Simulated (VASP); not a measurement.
# MgO (rocksalt type) (Fm-3m) in VASP: further runs

MgO (rocksalt type) is run at these levels: PBE; tasks: single point.

All numbers are computed with VASP 6.6.1; they aren't measurements. Logs are shortened: lines on timing, memory, paths and dates and some standing lists are left out, and cuts for length are marked.

## Step 1: The cell of the first run

It takes space group Fm-3m (No. 225, cubic). The conventional cell has a = 4.254 Å, b = 4.254 Å, c = 4.254 Å, α = 90.00°, β = 90.00°, γ = 90.00°. Within 2.8 Å of Mg (site symmetry m-3m) lie 6 O at 2.13 Å. O (site symmetry m-3m) has 6 Mg at 2.13 Å within 2.8 Å.

## Step 2: Single point, PBE

Input file INCAR:

```
ALGO = Normal
EDIFF = 1E-6
ENCUT = 520
GGA = PE
ISIF = 2
ISMEAR = -1
LASPH = True
LCHARG = False
LREAL = False
LWAVE = False
NBANDS = 16
NELM = 80
PREC = Accurate
SIGMA = 0.02
```

Input file KPOINTS:

```
k-points
0
Gamma
  10 10 7
```

Input file POSCAR:

```
MgO
1.0
    2.1269412142      2.1269412142      0.0000000000
   -2.1269412142      2.1269412142      0.0000000000
    0.0000000000      0.0000000000      4.2538824283
Mg O
2 2
Direct
    0.0000000000      0.0000000000      0.0000000000
    0.5000000000      0.5000000000      0.5000000000
    0.5000000000      0.5000000000      0.0000000000
    0.0000000000      0.0000000000      0.5000000000
```

Potentials or basis: VASP PAW PBE potentials, release 64 (Mg, O).

The run is started by

```
$ cat potpaw_PBE.64/Mg/POTCAR potpaw_PBE.64/O/POTCAR > POTCAR
$ mpirun -np 1 vasp_std > vasp.out
```

OUTCAR:

```text
EDIFF = 1E-6
   ENCUT = 520
   GGA = PE
   ISIF = 2
   ISMEAR = -1
   LASPH = True
   LREAL = False
   NELM = 80
   PREC = Accurate

 ion  position               nearest neighbor table
   1  0.000  0.000  0.000-   4 2.13   4 2.13   3 2.13   3 2.13   3 2.13   3 2.13   2 3.01   2 3.01
                             2 3.01   2 3.01   2 3.01   2 3.01   2 3.01   2 3.01
   2  0.500  0.500  0.500-   3 2.13   3 2.13   4 2.13   4 2.13   4 2.13   4 2.13   1 3.01   1 3.01
                             1 3.01   1 3.01   1 3.01   1 3.01   1 3.01   1 3.01
   3  0.500  0.500  0.000-   2 2.13   2 2.13   1 2.13   1 2.13   1 2.13   1 2.13
   4  0.000  0.000  0.500-   1 2.13   1 2.13   2 2.13   2 2.13   2 2.13   2 2.13

  LATTYP: Found a simple tetragonal cell.
 ALAT       =     3.0079491115
 C/A-ratio  =     1.4142135623

  Lattice vectors:

 A1 = (   2.1269412142,   2.1269412142,   0.0000000000)
 A2 = (  -2.1269412142,   2.1269412142,   0.0000000000)
 A3 = (   0.0000000000,   0.0000000000,   4.2538824283)

Analysis of symmetry for initial positions (statically):
=====================================================================
 Subroutine PRICEL returns following result:

  LATTYP: Found a face centered cubic cell.
 ALAT       =     4.2538824283

  Lattice vectors:

 A1 = (   0.0000000000,  -2.1269412142,  -2.1269412141)
 A2 = (   2.1269412142,   0.0000000000,  -2.1269412141)
 A3 = (   2.1269412142,  -2.1269412142,  -0.0000000000)

   2 primitive cells build up your supercell.

 Routine SETGRP: Setting up the symmetry group for a
 simple tetragonal supercell.

 Subroutine GETGRP returns: Found 16 space group operations
 (whereof 16 operations were pure point group operations)
 out of a pool of 16 trial point group operations.

The static configuration has the point symmetry D_4h.

Analysis of symmetry for dynamics (positions and initial velocities):
=====================================================================
 Subroutine PRICEL returns following result:

  LATTYP: Found a face centered cubic cell.
 ALAT       =     4.2538824283

  Lattice vectors:

 A1 = (   0.0000000000,  -2.1269412142,  -2.1269412141)
 A2 = (   2.1269412142,   0.0000000000,  -2.1269412141)
 A3 = (   2.1269412142,  -2.1269412142,  -0.0000000000)
[... 101 lines left out ...]
   PREC   = accura    normal or accurate (medium, high low for compatibility)
   ISTART =      0    job   : 0-new  1-cont  2-samecut
   ICHARG =      2    charge: 1-file 2-atom 10-const
   ISPIN  =      1    spin polarized calculation?
   LNONCOLLINEAR =      F non collinear calculations
   LSORBIT =      F    spin-orbit coupling
   LASPH  =      T    aspherical Exc in radial PAW
   ENCUT  =  520.0 eV  38.22 Ry    6.18 a.u.   5.59  5.59  7.91*2*pi/ulx,y,z
   NELM   =     80;   NELMIN=  2; NELMDL= -5     # of ELM steps
   EDIFF  = 0.1E-05   stopping-criterion for ELM
   LREAL  =      F    real-space projection
   EDIFFG = 0.1E-04   stopping-criterion for IOM
   NSW    =      0    number of steps for IOM
   IBRION =     -1    ionic relax: 0-MD 1-quasi-New 2-CG
   NFREE  =      0    steps in history (QN), initial steepest desc. (CG)
   ISIF   =      2    stress and relaxation
   ISYM   =      2    0-nonsym 1-usesym 2-fastsym
   POTIM  = 0.5000    time-step for ionic-motion
   TEBEG  =    0.0;   TEEND  =   0.0 temperature during run
   PSTRESS=    0.0 pullay stress
   NELECT =      16.0000    total number of electrons
   NUPDOWN=      -1.0000    fix difference up-down
   EMIN   =  10.00;   EMAX   =-10.00  energy-range for DOS
   EFERMI =   0.00;   METHOD = LEGACY
   ISMEAR =    -1;   SIGMA  =   0.02  broadening in eV -4-tet -1-fermi 0-gaus
   EFERMI_NEDOS =   21; number of points for ismear=-14 and -15
   IALGO  =     38    algorithm
   IMIX   =      4    mixing-type and parameters
     AMIX     =   0.40;   BMIX     =  1.00
     AMIX_MAG =   1.60;   BMIX_MAG =  1.00
  volume/ion in A,a.u.               =       9.62        64.93
  Fermi-wavevector in a.u.,A,eV,Ry     =   1.221817  2.308899 20.311263  1.492836
  Thomas-Fermi vector in A             =   2.356985
   LORBIT       =      0    0 simple, 1 ext, 2 COOP (PROOUT), +10 PAW based schemes
   GGA     = PE    functional components
   LHFCALC =     F    Hartree Fock is set to
   AEXX    =    0.0000 exact exchange contribution
   IVDW    =     0    specifies the selected vdW correction
   LEPSILON=     F    determine dielectric tensor
   LRPA    =     F    only Hartree local field effects (RPA)
 non-spin polarized calculation
  energy-cutoff  :      520.00
  volume of cell :       38.49
 maximum number of plane-waves:      1055
 NGX is ok and might be reduce to    24
   NGX = 11   NGY = 11   NGZ = 15

 number of electron      15.9999990 magnetization

 Free energy of the ion-electron system (eV)
  ---------------------------------------------------
  ext. energy  EPLUGINS =         0.00000000
  ---------------------------------------------------
  free energy    TOTEN  =       -23.82336581 eV

  energy without entropy =      -23.82336581  energy(sigma->0) =      -23.82336581

 E-fermi :   3.4161     XC(G=0): -10.9391

 val. band max:        2.9684343829   @ k =   0.0000   0.0000   0.0000
 cond. band min:       7.4114055029   @ k =   0.0000   0.0000   0.0000
 fundamental gap:      4.4429711200
 Fermi energy:         3.4160694773

 k-point     1 :       0.0000    0.0000    0.0000
  band No.  band energies     occupation
      1     -14.1458      2.00000
      2     -12.6873      2.00000
      3      -0.9953      2.00000
      4       1.6610      2.00000
      5       1.6610      2.00000
      6       2.9684      2.00000
[... 433 lines left out ...]
      3      -0.6586      2.00000
      4       0.8951      2.00000
      5       1.2763      2.00000
      6       1.8400      2.00000
[... 8 lines left out ...]
     15      19.2582      0.00000
     16      20.7612      0.00000

 [... further k-points ...]
[... 5 lines left out ...]
  --------------------------------------------------------------------------------------
  -------------------------------------------------------------------------------------
  Total       -0.1874335     -0.1874335     -0.1879205      0.0000000      0.0000000      0.0000000
  in kB       -7.8024549     -7.8024549     -7.8227285      0.0000000      0.0000000      0.0000000
  external PRESSURE =      -7.8092128 kB  Pullay stress =       0.0000000 kB

 VOLUME and BASIS-vectors are now :
 -----------------------------------------------------------------------------
  energy-cutoff  :      520.00
  volume of cell :       38.49
      direct lattice vectors                 reciprocal lattice vectors
     2.126941214  2.126941214  0.000000000     0.235079370  0.235079370  0.000000000
    -2.126941214  2.126941214  0.000000000    -0.235079370  0.235079370  0.000000000
     0.000000000  0.000000000  4.253882428     0.000000000  0.000000000  0.235079370

 POSITION                                       TOTAL-FORCE (eV/Angst)
 -----------------------------------------------------------------------------------
      0.00000      0.00000      0.00000        -0.000000     -0.000000     -0.000000
      0.00000      2.12694      2.12694        -0.000000     -0.000000     -0.000000
      0.00000      2.12694      0.00000         0.000000      0.000000      0.000000
      0.00000      0.00000      2.12694         0.000000      0.000000     -0.000000
 -----------------------------------------------------------------------------------
    total drift:                                0.000000     -0.000000     -0.000000

  FREE ENERGIE OF THE ION-ELECTRON SYSTEM (eV)
  ---------------------------------------------------
  free  energy   TOTEN  =       -23.8233658091 eV

  energy  without entropy=      -23.8233658091  energy(sigma->0) =      -23.82336581
```

stdout:

```text
POSCAR found type information on POSCAR MgO
 POSCAR found :  2 types and       4 ions
 scaLAPACK will be used
 LDA part: xc-table for (Slater+PW92), standard interpolation
 POSCAR, INCAR and KPOINTS ok, starting setup
 FFT: planning ... GRIDC
 FFT: planning ... GRID_SOFT
 FFT: planning ... GRID
 WAVECAR not read
 entering main loop
```

Wall time 12 s (1 thread of Intel Xeon 6975P-C (Granite Rapids), shared host); peak memory 0.17 GiB.

What came out:

```
Free energy            : -23.8234 eV
Pressure               : -0.8 GPa
Band gap on the k mesh : 4.44 eV
```

A k mesh can miss the band edges.

## Step 3: Single point, PBE

Input file INCAR:

```
SYSTEM = MgO
PREC = Accurate
ENCUT = 520
EDIFF = 1E-6
ISMEAR = -1
SIGMA = 0.02
LREAL = .FALSE.
LASPH = .TRUE.
NELM = 60
ALGO = Normal
ISIF = 2
LWAVE = .FALSE.
LCHARG = .FALSE.
GGA = PE
NBANDS = 16
```

Input file KPOINTS:

```
regular mesh
0
G
  10 10 7
  0 0 0
```

POSCAR is that of step 2.

Potentials or basis: VASP PAW PBE potentials, release 64 (Mg, O).

The run is started by

```
$ cat potpaw_PBE.64/Mg/POTCAR potpaw_PBE.64/O/POTCAR > POTCAR
$ mpirun -np 1 vasp_std > vasp.out
```

It took 12 s on 1 thread of Intel Xeon 6975P-C (Granite Rapids), shared host; peak memory 0.17 GiB.

Results (log left out):

- Free energy: -23.8234 eV
- Pressure: -0.8 GPa
- Band gap on the k mesh: 4.44 eV

Levels at points of the mesh, in eV from the valence-band top:
| k point | band 6 | band 7 | band 8 | band 9 | band 10 | band 11 |
| --- | --- | --- | --- | --- | --- | --- |
| (0.00, 0.00, 0.00) | 0.00 | 0.00 | 0.00 | 4.44 | 9.08 | 9.65 |
| (0.50, 0.00, 0.00) | -1.93 | -0.62 | -0.62 | 9.21 | 9.21 | 11.60 |
| (0.50, 0.50, 0.00) | -1.31 | -1.31 | -1.31 | 9.08 | 9.08 | 9.65 |

A k mesh can miss the band edges.
